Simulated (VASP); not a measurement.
# Lu2ReP (P6/mmm) in VASP: single point with PBE

Aim: the single point of Lu2ReP with PBE.

Everything below comes from runs of VASP 6.6.1. Logs are shortened: lines on timing, memory, paths and dates and some standing lists are left out, and cuts for length are marked.

### Step 1. The cell of the first run

The structure is hexagonal, space group P6/mmm (No. 191). The conventional cell has a = 4.614 Å, b = 4.614 Å, c = 5.532 Å, α = 90.00°, β = 90.00°, γ = 120.00°. Lu (site symmetry -6m2) has 3 P at 2.66 Å and 3 Lu at 2.66 Å within 3.5 Å. Within 3.6 Å of Re (site symmetry 6/mmm) lie 2 P at 2.77 Å. Within 3.5 Å of P (site symmetry 6/mmm) lie 6 Lu at 2.66 Å and 2 Re at 2.77 Å.

The cell was built from a structure type or drawn by symmetry, and may not be a known phase.

### Step 2. Single point, PBE

File INCAR:

```
PREC = Accurate
ENCUT = 520
EDIFF = 1E-6
ISMEAR = 0
SIGMA = 0.1
LREAL = F
LASPH = T
NELM = 80
ALGO = Normal
ISIF = 2
LWAVE = F
LCHARG = T
GGA = PE
LELF = T
LVHAR = T
NBANDS = 39
```

File KPOINTS:

```
regular mesh
0
Gamma
  6 6 4
```

File POSCAR:

```
Lu2ReP
1.0
    4.6138174500      0.0000000000      0.0000000000
   -2.3069087200      3.9956831200      0.0000000000
    0.0000000000      0.0000000000      5.5323290600
Lu Re P
2 1 1
Direct
    0.3333333300      0.6666666700      0.0000000000
    0.6666666700      0.3333333300      0.0000000000
    0.0000000000      0.0000000000      0.5000000000
    0.0000000000      0.0000000000      0.0000000000
```

Potentials or basis: VASP PAW PBE potentials, release 64 (Lu, Re, P).

On the command line:

```console
cat potpaw_PBE.64/Lu/POTCAR potpaw_PBE.64/Re/POTCAR potpaw_PBE.64/P/POTCAR > POTCAR
mpirun -np 1 vasp_std > vasp.out
```

OUTCAR:

```text
PREC = Accurate
   ENCUT = 520
   EDIFF = 1E-6
   ISMEAR = 0
   LREAL = F
   LASPH = T
   NELM = 80
   ISIF = 2
   GGA = PE

 ion  position               nearest neighbor table
   1  0.333  0.667  0.000-   4 2.66   2 2.66   2 2.66   4 2.66   4 2.66   2 2.66
   2  0.667  0.333  0.000-   4 2.66   1 2.66   1 2.66   4 2.66   4 2.66   1 2.66
   3  0.000  0.000  0.500-   4 2.77   4 2.77
   4  0.000  0.000  0.000-   1 2.66   2 2.66   1 2.66   2 2.66   2 2.66   1 2.66   3 2.77   3 2.77

  LATTYP: Found a hexagonal cell.
 ALAT       =     4.6138174500
 C/A-ratio  =     1.1990784464

  Lattice vectors:

 A1 = (   4.6138174500,   0.0000000000,   0.0000000000)
 A2 = (  -2.3069087200,   3.9956831200,   0.0000000000)
 A3 = (   0.0000000000,   0.0000000000,   5.5323290600)

Analysis of symmetry for initial positions (statically):
=====================================================================
 Subroutine PRICEL returns:
 Original cell was already a primitive cell.

 Routine SETGRP: Setting up the symmetry group for a
 hexagonal supercell.

 Subroutine GETGRP returns: Found 24 space group operations
 (whereof 24 operations were pure point group operations)
 out of a pool of 24 trial point group operations.

The static configuration has the point symmetry D_6h.

Analysis of symmetry for dynamics (positions and initial velocities):
=====================================================================
 Subroutine PRICEL returns:
 Original cell was already a primitive cell.

 Routine SETGRP: Setting up the symmetry group for a
 hexagonal supercell.

 Subroutine GETGRP returns: Found 24 space group operations
 (whereof 24 operations were pure point group operations)
 out of a pool of 24 trial point group operations.

The dynamic configuration has the point symmetry D_6h.

 Subroutine INISYM returns: Found 24 space group operations
 (whereof 24 operations are pure point group operations),
 and found     1 'primitive' translations

----------------------------------------------------------------------------------------

                                     Primitive cell

  volume of cell :     101.9904

  direct lattice vectors                    reciprocal lattice vectors
     4.613817450  0.000000000  0.000000000     0.216740261  0.125135048  0.000000000
    -2.306908720  3.995683120  0.000000000     0.000000000  0.250270096  0.000000000
     0.000000000  0.000000000  5.532329060     0.000000000  0.000000000  0.180755698

  length of vectors
     4.613817450  4.613817447  5.532329060     0.250270096  0.250270096  0.180755698

  position of ions in fractional coordinates (direct lattice)
     0.333333330  0.666666670  0.000000000
     0.666666670  0.333333330  0.000000000
     0.000000000  0.000000000  0.500000000
     0.000000000  0.000000000  0.000000000

  ion indices of the primitive-cell ions
   primitive index   ion index
                 1           1
                 2           2
                 3           3
                 4           4

----------------------------------------------------------------------------------------

 KPOINTS: regular mesh

Automatic generation of k-mesh.
 Grid dimensions read from file:
 generate k-points for:    6    6    4

 Generating k-lattice:

  Cartesian coordinates                     Fractional coordinates (reciprocal lattice)
     0.036123377  0.020855841  0.000000000     0.166666667  0.000000000  0.000000000
     0.000000000  0.041711683  0.000000000     0.000000000  0.166666667  0.000000000
     0.000000000  0.000000000  0.045188924     0.000000000  0.000000000  0.250000000

  Length of vectors
     0.041711683  0.041711683  0.045188924

  Shift w.r.t. Gamma in fractional coordinates (k-lattice)
     0.000000000  0.000000000  0.000000000

 Subroutine IBZKPT returns following result:
 ===========================================

 Found     21 irreducible k-points:

 Following reciprocal coordinates:
            Coordinates               Weight
  0.000000  0.000000  0.000000      1.000000
  0.166667  0.000000  0.000000      6.000000
  0.333333  0.000000  0.000000      6.000000
  0.500000  0.000000  0.000000      3.000000
  0.166667  0.166667  0.000000      6.000000
  0.333333  0.166667  0.000000     12.000000
[... 13 lines left out ...]
  0.333333  0.166667  0.500000     12.000000
  0.333333  0.333333  0.500000      2.000000
   k-points           NKPTS =     21   k-points in BZ     NKDIM =     21   number of bands    NBANDS=     39
   number of dos      NEDOS =    301   number of ions     NIONS =      4
   total plane-waves  NPLWV =  54432
   dimension x,y,z NGX =    36 NGY =   36 NGZ =   42
   dimension x,y,z NGXF=    72 NGYF=   72 NGZF=   84
   ions per type =               2   1   1
   NGX,Y,Z   is equivalent  to a cutoff of  12.97, 12.97, 12.62 a.u.
   NGXF,Y,Z  is equivalent  to a cutoff of  25.94, 25.94, 25.24 a.u.
 SYSTEM =  unknown system
   PREC   = accura    normal or accurate (medium, high low for compatibility)
   ISTART =      0    job   : 0-new  1-cont  2-samecut
   ICHARG =      2    charge: 1-file 2-atom 10-const
   ISPIN  =      1    spin polarized calculation?
   LNONCOLLINEAR =      F non collinear calculations
   LSORBIT =      F    spin-orbit coupling
   LASPH  =      T    aspherical Exc in radial PAW
   ENCUT  =  520.0 eV  38.22 Ry    6.18 a.u.   8.58  8.58 10.29*2*pi/ulx,y,z
   NELM   =     80;   NELMIN=  2; NELMDL= -5     # of ELM steps
   EDIFF  = 0.1E-05   stopping-criterion for ELM
   LREAL  =      F    real-space projection
   EDIFFG = 0.1E-04   stopping-criterion for IOM
   NSW    =      0    number of steps for IOM
   IBRION =     -1    ionic relax: 0-MD 1-quasi-New 2-CG
   NFREE  =      0    steps in history (QN), initial steepest desc. (CG)
   ISIF   =      2    stress and relaxation
   ISYM   =      2    0-nonsym 1-usesym 2-fastsym
   POTIM  = 0.5000    time-step for ionic-motion
   TEBEG  =    0.0;   TEEND  =   0.0 temperature during run
   PSTRESS=    0.0 pullay stress
   NELECT =      62.0000    total number of electrons
   NUPDOWN=      -1.0000    fix difference up-down
   EMIN   =  10.00;   EMAX   =-10.00  energy-range for DOS
   EFERMI =   0.00;   METHOD = LEGACY
   ISMEAR =     0;   SIGMA  =   0.10  broadening in eV -4-tet -1-fermi 0-gaus
   EFERMI_NEDOS =   21; number of points for ismear=-14 and -15
   IALGO  =     38    algorithm
   IMIX   =      4    mixing-type and parameters
     AMIX     =   0.40;   BMIX     =  1.00
     AMIX_MAG =   1.60;   BMIX_MAG =  1.00
  volume/ion in A,a.u.               =      25.50       172.07
  Fermi-wavevector in a.u.,A,eV,Ry     =   1.386816  2.620703 26.167530  1.923259
  Thomas-Fermi vector in A             =   2.511096
   LORBIT       =      0    0 simple, 1 ext, 2 COOP (PROOUT), +10 PAW based schemes
   GGA     = PE    functional components
   LHFCALC =     F    Hartree Fock is set to
   AEXX    =    0.0000 exact exchange contribution
   IVDW    =     0    specifies the selected vdW correction
   LEPSILON=     F    determine dielectric tensor
   LRPA    =     F    only Hartree local field effects (RPA)
 non-spin polarized calculation
 Gauss-broadening in eV      SIGMA  =   0.10
  energy-cutoff  :      520.00
  volume of cell :      101.99
 maximum number of plane-waves:      2763
 NGX is ok and might be reduce to    36
   NGX = 17   NGY = 17   NGZ = 21

 number of electron      61.9999993 magnetization

 Free energy of the ion-electron system (eV)
  ---------------------------------------------------
  ext. energy  EPLUGINS =         0.00000000
  ---------------------------------------------------
  free energy    TOTEN  =       -20.97045088 eV

  energy without entropy =      -20.94833981  energy(sigma->0) =      -20.95939535

 E-fermi :   2.8006     XC(G=0): -10.3538

 val. band max:        2.7974431545   @ k =   0.5000   0.0000   0.5000
 cond. band min:       2.8620605620   @ k =   0.3333   0.0000   0.5000
 fundamental gap:      0.0646174074
 Fermi energy:         2.8006197553

 k-point     1 :       0.0000    0.0000    0.0000
  band No.  band energies     occupation
      1     -53.8064      2.00000
      2     -53.4573      2.00000
      3     -25.3101      2.00000
      4     -25.3101      2.00000
      5     -24.4096      2.00000
      6     -23.9328      2.00000
[... 31 lines left out ...]
     38       6.8020      0.00000
     39       7.3183      0.00000

 k-point     2 :       0.1667    0.0000    0.0000
  band No.  band energies     occupation
      1     -53.7862      2.00000
      2     -53.4784      2.00000
      3     -25.3549      2.00000
      4     -25.2484      2.00000
      5     -24.3820      2.00000
      6     -23.9616      2.00000
[... 31 lines left out ...]
     38       6.5207      0.00000
     39       6.9049      0.00000

 k-point     3 :       0.3333    0.0000    0.0000
  band No.  band energies     occupation
      1     -53.7340      2.00000
      2     -53.5325      2.00000
      3     -25.4364      2.00000
      4     -25.1069      2.00000
      5     -24.3105      2.00000
      6     -24.0355      2.00000
[... 31 lines left out ...]
     38       6.6817      0.00000
     39       7.2996      0.00000

 k-point     4 :       0.5000    0.0000    0.0000
  band No.  band energies     occupation
      1     -53.6919      2.00000
      2     -53.5756      2.00000
      3     -25.4739      2.00000
      4     -25.0215      2.00000
      5     -24.2529      2.00000
      6     -24.1316      2.00000
[... 31 lines left out ...]
     38       6.1858      0.00000
     39       6.7057      0.00000
[... 628 lines left out ...]
     38       6.6189      0.00000
     39       6.7248      0.00000

 k-point    20 :       0.3333    0.1667    0.5000
  band No.  band energies     occupation
      1     -53.6919      2.00000
      2     -53.5756      2.00000
      3     -25.5219      2.00000
      4     -24.9112      2.00000
      5     -24.2536      2.00000
      6     -24.2326      2.00000
[... 31 lines left out ...]
     38       5.8577      0.00000
     39       6.1298      0.00000

 k-point    21 :       0.3333    0.3333    0.5000
  band No.  band energies     occupation
      1     -53.6340      2.00000
      2     -53.6340      2.00000
      3     -25.5776      2.00000
      4     -24.5719      2.00000
      5     -24.5719      2.00000
      6     -24.1744      2.00000
[... 31 lines left out ...]
     38       5.9286      0.00000
     39       5.9286      0.00000

------------------------ aborting loop because EDIFF is reached ----------------------------------------

  FORCE on cell =-STRESS in cart. coord.  units (eV):
  Direction    XX          YY          ZZ          XY          YZ          ZX
  --------------------------------------------------------------------------------------
  -------------------------------------------------------------------------------------
  Total        5.6652888      5.6652888    -19.8330027      0.0000000      0.0000000      0.0000000
  in kB       88.9965529     88.9965529   -311.5584988      0.0000001      0.0000000      0.0000000
  external PRESSURE =     -44.5217977 kB  Pullay stress =       0.0000000 kB

 VOLUME and BASIS-vectors are now :
 -----------------------------------------------------------------------------
  energy-cutoff  :      520.00
  volume of cell :      101.99
      direct lattice vectors                 reciprocal lattice vectors
     4.613817450  0.000000000  0.000000000     0.216740261  0.125135048  0.000000000
    -2.306908720  3.995683120  0.000000000     0.000000000  0.250270096  0.000000000
     0.000000000  0.000000000  5.532329060     0.000000000  0.000000000  0.180755698

 POSITION                                       TOTAL-FORCE (eV/Angst)
 -----------------------------------------------------------------------------------
     -0.00000      2.66379      0.00000         0.000000     -0.000000      0.000000
      2.30691      1.33189      0.00000        -0.000000      0.000000     -0.000000
      0.00000      0.00000      2.76616         0.000000      0.000000      0.000000
      0.00000      0.00000      0.00000         0.000000      0.000000      0.000000
 -----------------------------------------------------------------------------------
    total drift:                                0.000000     -0.000000     -0.000000

  FREE ENERGIE OF THE ION-ELECTRON SYSTEM (eV)
  ---------------------------------------------------
  free  energy   TOTEN  =       -20.9704508846 eV

  energy  without entropy=      -20.9483398133  energy(sigma->0) =      -20.95939535
```

Wall time 1.7 min (1 thread of Intel Xeon Platinum 8259CL at 2.50GHz (Skylake/Cascade Lake), shared host); peak memory 0.27 GiB.

Results:

```yaml
Free_energy: -20.9705 eV
Pressure: -4.5 GPa
Band_gap_on_the_k_mesh: zero (bands 31 and 32 overlap by 0.63 eV)
```

Caveat: the cell stands under tension; spin-orbit coupling is left out, which moves the levels of the heavy elements.
